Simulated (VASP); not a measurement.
# Pb: single point with revPBE

Crystal: Pb.

```
Pb
1.0
     3.41125    0.00000    0.00000
     0.00000    3.41125    0.00000
     0.00000    0.00000    3.41125
Pb
1
Direct
  0.00000 0.00000 0.00000
```

This cell differs from its parent crystal: volume scaled by 1.12.

* Program: VASP 6.6.1
* Task: single point
* Functional: revPBE
* Potentials or basis: VASP PAW PBE potentials, release 64 (Pb_d)
* Cutoff: 520 eV
* k mesh: 11 × 11 × 11
* Occupations: fermi-dirac, width 0.1 eV
* Spin: no spin polarisation
* Dipole correction: no
* Further INCAR settings: ALGO = Normal; EDIFF = 1e-06; NBANDS = 13

```yaml
Pressure: -2.7 GPa
Band_gap_on_the_k_mesh: zero (band 7 reaches 8.83 eV, above the bottom of band 8 at 3.14 eV)
```

Levels at points of the mesh, in eV from the Fermi level:
| k point | band 3 | band 4 | band 5 | band 6 | band 7 | band 8 | band 9 | band 10 | band 11 | band 12 |
| --- | --- | --- | --- | --- | --- | --- | --- | --- | --- | --- |
| (0.00, 0.00, 0.00) | -16.69 | -16.69 | -16.69 | -10.29 | 4.37 | 4.37 | 4.37 | 6.77 | 8.53 | 8.53 |

Wall time 13 s on 1 thread of AMD EPYC 7R13 Processor (Zen 3) (shared host), peak memory 0.14 GiB.

Caveat: the PAW data sets were made with another functional, which shifts forces and pressure a little; spin-orbit coupling is left out, which moves the levels of the heavy elements.
